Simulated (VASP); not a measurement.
# W8C8N in VASP: single point with PBE

Aim: the single point of W8C8N with PBE.

All numbers are computed with VASP 6.6.1; they aren't measurements. Logs are shortened: lines on timing, memory, paths and dates and some standing lists are left out, and cuts for length are marked.

## (1) The cell of the first run

The cell holds a slab with vacuum, 17 atoms: a = 5.751 Å, b = 5.634 Å, c = 15.151 Å, α = 90.00°, β = 90.00°, γ = 90.00°.

## (2) Single point, PBE

INCAR

```
SYSTEM = W8C8N
PREC = Accurate
ENCUT = 520
EDIFF = 1E-7
ISMEAR = 0
SIGMA = 0.1
LREAL = Auto
LASPH = .TRUE.
NELM = 100
ALGO = Normal
ISIF = 2
LWAVE = .FALSE.
LCHARG = .FALSE.
GGA = PE
NBANDS = 88
```

KPOINTS

```
regular mesh
0
G
  4 4 1
  0 0 0
```

POSCAR

```
W8C8N
1.0
    5.7513400000      0.0000000000      0.0000000000
    0.0000000000      5.6342800000      0.0000000000
    0.0000000000      0.0000000000     15.1506720000
W C N
8 8 1
Direct
    0.0000000000      0.0000000000      0.0660037000
    0.2536116000     -0.0017432466      0.2316725477
    0.0000000000      0.5000000000      0.0660037000
    0.2535935366      0.5016971540      0.2316585183
    0.5000000000      0.0000000000      0.0660037000
    0.7485822498     -0.0035143932      0.2264316835
    0.5000000000      0.5000000000      0.0660037000
    0.7485838447      0.5035178249      0.2264364823
    0.0056868873      0.2499939483      0.1732407196
    0.2975715912      0.2498889568      0.3391889018
   -0.0004549510      0.7500053173      0.1738766035
    0.3125306166      0.7499431086      0.3370176776
    0.4987748207      0.2499965471      0.1708952005
    0.7266953224      0.2499572747      0.3346771794
    0.4900639337      0.7499783074      0.1651228143
    0.5341273408      0.7498868429      0.3096537352
    0.5125919958      0.2498911153      0.3537094428
```

Potentials or basis: VASP PAW PBE potentials, release 64 (W_sv, C, N).

Command:

```sh
> cat potpaw_PBE.64/W_sv/POTCAR potpaw_PBE.64/C/POTCAR potpaw_PBE.64/N/POTCAR > POTCAR
> mpirun -np 1 vasp_std > vasp.out
```

OUTCAR:

```text
SYSTEM = W8C8N
   PREC = Accurate
   ENCUT = 520
   EDIFF = 1E-7
   ISMEAR = 0
   LREAL = Auto
   LASPH = .TRUE.
   NELM = 100
   ISIF = 2
   GGA = PE

 ion  position               nearest neighbor table
   1  0.000  0.000  0.066-   9 2.15  11 2.16   3 2.82   3 2.82   6 2.83   5 2.88   5 2.88   2 2.90

   2  0.254  0.998  0.232-  12 2.15  10 2.17  15 2.20   9 2.20  13 2.20  11 2.20  16 2.44   4 2.80
                             4 2.84   6 2.85   5 2.88   1 2.90   6 2.91
   3  0.000  0.500  0.066-   9 2.15  11 2.16   1 2.82   1 2.82   8 2.83   7 2.88   7 2.88   4 2.90

   4  0.254  0.502  0.232-  12 2.15  10 2.18  15 2.20   9 2.20  13 2.20  11 2.20  16 2.44   2 2.80
                             2 2.84   8 2.85   7 2.88   3 2.90   8 2.91
   5  0.500  0.000  0.066-  15 2.06  13 2.12   7 2.82   7 2.82   6 2.82   1 2.88   1 2.88   2 2.88

   6  0.749  0.996  0.226-  11 2.16  14 2.18  13 2.19   9 2.21  15 2.24  16 2.25   8 2.78   5 2.82
                             1 2.83   2 2.85   8 2.86   2 2.91
   7  0.500  0.500  0.066-  15 2.06  13 2.12   5 2.82   5 2.82   8 2.82   3 2.88   3 2.88   4 2.88

   8  0.749  0.504  0.226-  11 2.16  14 2.18  13 2.19   9 2.21  15 2.24  16 2.24   6 2.78   7 2.82
                             3 2.83   4 2.85   6 2.86   4 2.91
   9  0.006  0.250  0.173-   1 2.15   3 2.15   4 2.20   2 2.20   6 2.21   8 2.21
  10  0.298  0.250  0.339-  17 1.26   2 2.17   4 2.18
  11  1.000  0.750  0.174-   6 2.16   8 2.16   1 2.16   3 2.16   2 2.20   4 2.20
  12  0.313  0.750  0.337-  16 1.34   4 2.15   2 2.15
  13  0.499  0.250  0.171-   5 2.12   7 2.12   6 2.19   8 2.19   4 2.20   2 2.20
  14  0.727  0.250  0.335-  17 1.26   6 2.18   8 2.18
  15  0.490  0.750  0.165-   7 2.06   5 2.06   4 2.20   2 2.20   8 2.24   6 2.24
  16  0.534  0.750  0.310-  12 1.34   8 2.24   6 2.25   4 2.44   2 2.44
  17  0.513  0.250  0.354-  10 1.26  14 1.26

  LATTYP: Found a simple orthorhombic cell.
 ALAT       =     5.6342800000
 B/A-ratio  =     1.0207763902
 C/A-ratio  =     2.6890165203

  Lattice vectors:

 A1 = (   0.0000000000,  -5.6342800000,   0.0000000000)
 A2 = (   5.7513400000,   0.0000000000,   0.0000000000)
 A3 = (   0.0000000000,   0.0000000000,  15.1506720000)

Analysis of symmetry for initial positions (statically):
=====================================================================
 Subroutine PRICEL returns:
 Original cell was already a primitive cell.

 Routine SETGRP: Setting up the symmetry group for a
 simple orthorhombic supercell.

 Subroutine GETGRP returns: Found  1 space group operations
 (whereof  1 operations were pure point group operations)
 out of a pool of  8 trial point group operations.

The static configuration has the point symmetry C_1 .

Analysis of symmetry for dynamics (positions and initial velocities):
=====================================================================
 Subroutine PRICEL returns:
 Original cell was already a primitive cell.

 Routine SETGRP: Setting up the symmetry group for a
 simple orthorhombic supercell.

 Subroutine GETGRP returns: Found  1 space group operations
 (whereof  1 operations were pure point group operations)
 out of a pool of  8 trial point group operations.

The dynamic configuration has the point symmetry C_1 .

 Subroutine INISYM returns: Found  1 space group operations
 (whereof  1 operations are pure point group operations),
 and found     1 'primitive' translations

----------------------------------------------------------------------------------------

                                     Primitive cell

  volume of cell :     490.9524

  direct lattice vectors                    reciprocal lattice vectors
     5.751340000  0.000000000  0.000000000     0.173872524  0.000000000  0.000000000
     0.000000000  5.634280000  0.000000000     0.000000000  0.177484967  0.000000000
     0.000000000  0.000000000 15.150672000     0.000000000  0.000000000  0.066003673

  length of vectors
     5.751340000  5.634280000 15.150672000     0.173872524  0.177484967  0.066003673

  position of ions in fractional coordinates (direct lattice)
     0.000000000  0.000000000  0.066003700
     0.253611600  0.998256753  0.231672548
     0.000000000  0.500000000  0.066003700
     0.253593537  0.501697154  0.231658518
     0.500000000  0.000000000  0.066003700
     0.748582250  0.996485607  0.226431684
[... 9 lines left out ...]
     0.534127341  0.749886843  0.309653735
     0.512591996  0.249891115  0.353709443

  ion indices of the primitive-cell ions
   primitive index   ion index
                 1           1
                 2           2
                 3           3
                 4           4
                 5           5
                 6           6
[... 9 lines left out ...]
                16          16
                17          17

----------------------------------------------------------------------------------------

 KPOINTS: regular mesh

Automatic generation of k-mesh.
 Grid dimensions read from file:
 generate k-points for:    4    4    1

 Generating k-lattice:

  Cartesian coordinates                     Fractional coordinates (reciprocal lattice)
     0.043468131  0.000000000  0.000000000     0.250000000  0.000000000  0.000000000
     0.000000000  0.044371242  0.000000000     0.000000000  0.250000000  0.000000000
     0.000000000  0.000000000  0.066003673     0.000000000  0.000000000  1.000000000

  Length of vectors
     0.043468131  0.044371242  0.066003673

  Shift w.r.t. Gamma in fractional coordinates (k-lattice)
     0.000000000  0.000000000  0.000000000

 Subroutine IBZKPT returns following result:
 ===========================================

 Found     10 irreducible k-points:

 Following reciprocal coordinates:
            Coordinates               Weight
  0.000000  0.000000  0.000000      1.000000
  0.250000  0.000000  0.000000      2.000000
  0.500000  0.000000  0.000000      1.000000
  0.000000  0.250000  0.000000      2.000000
  0.250000  0.250000  0.000000      2.000000
 -0.250000  0.250000  0.000000      2.000000
  0.500000  0.250000  0.000000      2.000000
  0.000000  0.500000  0.000000      1.000000
  0.250000  0.500000  0.000000      2.000000
  0.500000  0.500000  0.000000      1.000000
   k-points           NKPTS =     10   k-points in BZ     NKDIM =     10   number of bands    NBANDS=     88
   number of dos      NEDOS =    301   number of ions     NIONS =     17
   total plane-waves  NPLWV = 241920
   dimension x,y,z NGX =    48 NGY =   42 NGZ =  120
   dimension x,y,z NGXF=    96 NGYF=   84 NGZF=  240
   ions per type =               8   8   1
   NGX,Y,Z   is equivalent  to a cutoff of  13.87, 12.39, 13.17 a.u.
   NGXF,Y,Z  is equivalent  to a cutoff of  27.75, 24.79, 26.33 a.u.
 SYSTEM =  W8C8N
   PREC   = accura    normal or accurate (medium, high low for compatibility)
   ISTART =      0    job   : 0-new  1-cont  2-samecut
   ICHARG =      2    charge: 1-file 2-atom 10-const
   ISPIN  =      1    spin polarized calculation?
   LNONCOLLINEAR =      F non collinear calculations
   LSORBIT =      F    spin-orbit coupling
   LASPH  =      T    aspherical Exc in radial PAW
   ENCUT  =  520.0 eV  38.22 Ry    6.18 a.u.  10.69 10.48 28.17*2*pi/ulx,y,z
   NELM   =    100;   NELMIN=  2; NELMDL= -5     # of ELM steps
   EDIFF  = 0.1E-06   stopping-criterion for ELM
   LREAL  =      T    real-space projection
   EDIFFG = 0.1E-05   stopping-criterion for IOM
   NSW    =      0    number of steps for IOM
   IBRION =     -1    ionic relax: 0-MD 1-quasi-New 2-CG
   NFREE  =      0    steps in history (QN), initial steepest desc. (CG)
   ISIF   =      2    stress and relaxation
   ISYM   =      2    0-nonsym 1-usesym 2-fastsym
   POTIM  = 0.5000    time-step for ionic-motion
   TEBEG  =    0.0;   TEEND  =   0.0 temperature during run
   PSTRESS=    0.0 pullay stress
   NELECT =     149.0000    total number of electrons
   NUPDOWN=      -1.0000    fix difference up-down
   EMIN   =  10.00;   EMAX   =-10.00  energy-range for DOS
   EFERMI =   0.00;   METHOD = LEGACY
   ISMEAR =     0;   SIGMA  =   0.10  broadening in eV -4-tet -1-fermi 0-gaus
   EFERMI_NEDOS =   21; number of points for ismear=-14 and -15
   IALGO  =     38    algorithm
   IMIX   =      4    mixing-type and parameters
     AMIX     =   0.40;   BMIX     =  1.00
     AMIX_MAG =   1.60;   BMIX_MAG =  1.00
  volume/ion in A,a.u.               =      28.88       194.89
  Fermi-wavevector in a.u.,A,eV,Ry     =   1.100163  2.079007 16.467936  1.210359
  Thomas-Fermi vector in A             =   2.236570
   LORBIT       =      0    0 simple, 1 ext, 2 COOP (PROOUT), +10 PAW based schemes
   GGA     = PE    functional components
   LHFCALC =     F    Hartree Fock is set to
   AEXX    =    0.0000 exact exchange contribution
   IVDW    =     0    specifies the selected vdW correction
   LEPSILON=     F    determine dielectric tensor
   LRPA    =     F    only Hartree local field effects (RPA)
 non-spin polarized calculation
 Gauss-broadening in eV      SIGMA  =   0.10
  energy-cutoff  :      520.00
  volume of cell :      490.95
 maximum number of plane-waves:     13259
 NGX is ok and might be reduce to    48
   NGX = 21   NGY = 21   NGZ = 57

 number of electron     148.9999993 magnetization

 Free energy of the ion-electron system (eV)
  ---------------------------------------------------
  ext. energy  EPLUGINS =         0.00000000
  ---------------------------------------------------
  free energy    TOTEN  =      -167.55957194 eV

  energy without entropy =     -167.50973614  energy(sigma->0) =     -167.53465404

 E-fermi :   0.7250     XC(G=0):  -6.2746

 val. band max:        0.7139975145   @ k =   0.5000   0.2500   0.0000
 cond. band min:       0.7381339953   @ k =   0.0000   0.5000   0.0000
 fundamental gap:      0.0241364808
 Fermi energy:         0.7250028625

 k-point     1 :       0.0000    0.0000    0.0000
  band No.  band energies     occupation
      1     -73.8267      2.00000
      2     -73.7826      2.00000
      3     -73.6647      2.00000
      4     -73.6202      2.00000
      5     -73.5880      2.00000
      6     -73.5466      2.00000
[... 879 lines left out ...]
     85       1.7511      0.00000
     86       2.0883      0.00000
 [bands above 86 left out]

------------------------ aborting loop because EDIFF is reached ----------------------------------------

  FORCE on cell =-STRESS in cart. coord.  units (eV):
  Direction    XX          YY          ZZ          XY          YZ          ZX
  --------------------------------------------------------------------------------------
  -------------------------------------------------------------------------------------
  Total       -6.8770733     -0.5634100      0.6216208      0.0032015      0.0137414      0.0392214
  in kB      -22.4426880     -1.8386359      2.0286017      0.0104477      0.0448438      0.1279953
  external PRESSURE =      -7.4175741 kB  Pullay stress =       0.0000000 kB

 VOLUME and BASIS-vectors are now :
 -----------------------------------------------------------------------------
  energy-cutoff  :      520.00
  volume of cell :      490.95
      direct lattice vectors                 reciprocal lattice vectors
     5.751340000  0.000000000  0.000000000     0.173872524  0.000000000  0.000000000
     0.000000000  5.634280000  0.000000000     0.000000000  0.177484967  0.000000000
     0.000000000  0.000000000 15.150672000     0.000000000  0.000000000  0.066003673

 POSITION                                       TOTAL-FORCE (eV/Angst)
 -----------------------------------------------------------------------------------
      0.00000      0.00000      1.00000         0.018709      0.091029      0.701881
      1.45861      5.62446      3.50999        -0.049456      0.012304     -0.006947
      0.00000      2.81714      1.00000         0.018634     -0.091503      0.702131
      1.45850      2.82670      3.50978        -0.048193     -0.012725     -0.001434
      2.87567      0.00000      1.00000        -0.023182      0.414621     -0.803637
      4.30535      5.61448      3.43059         0.031636      0.013861      0.028565
[... 9 lines left out ...]
      3.07195      4.22507      4.69146         0.075752      0.002140     -0.006633
      2.94809      1.40796      5.35894         0.030277      0.000824      0.025961
 -----------------------------------------------------------------------------------
    total drift:                                0.009983      0.000855      0.000691

  FREE ENERGIE OF THE ION-ELECTRON SYSTEM (eV)
  ---------------------------------------------------
  free  energy   TOTEN  =      -167.5595719419 eV

  energy  without entropy=     -167.5097361391  energy(sigma->0) =     -167.53465404
```

Run time: 23 min. Hardware: 1 thread of Oxide Virtual Turin-like, shared host; peak memory 0.64 GiB.

Results:

* Free energy: -167.5596 eV
* Largest force: 0.906 eV/Å

Forces on the atoms (eV/Å):
```
W    0.019  0.091  0.702
W   -0.049  0.012 -0.007
W    0.019 -0.092  0.702
W   -0.048 -0.013 -0.001
W   -0.023  0.415 -0.804
W    0.032  0.014  0.029
W   -0.023 -0.416 -0.805
W    0.033 -0.016  0.029
C    0.000 -0.001 -0.002
C   -0.080  0.002  0.026
C    0.000 -0.001  0.002
C   -0.067  0.000  0.083
C    0.017  0.000 -0.018
C    0.070  0.001  0.037
C   -0.004  0.001  0.009
C    0.076  0.002 -0.007
N    0.030  0.001  0.026
```

Caveat: spin-orbit coupling is left out, which moves the levels of the heavy elements.
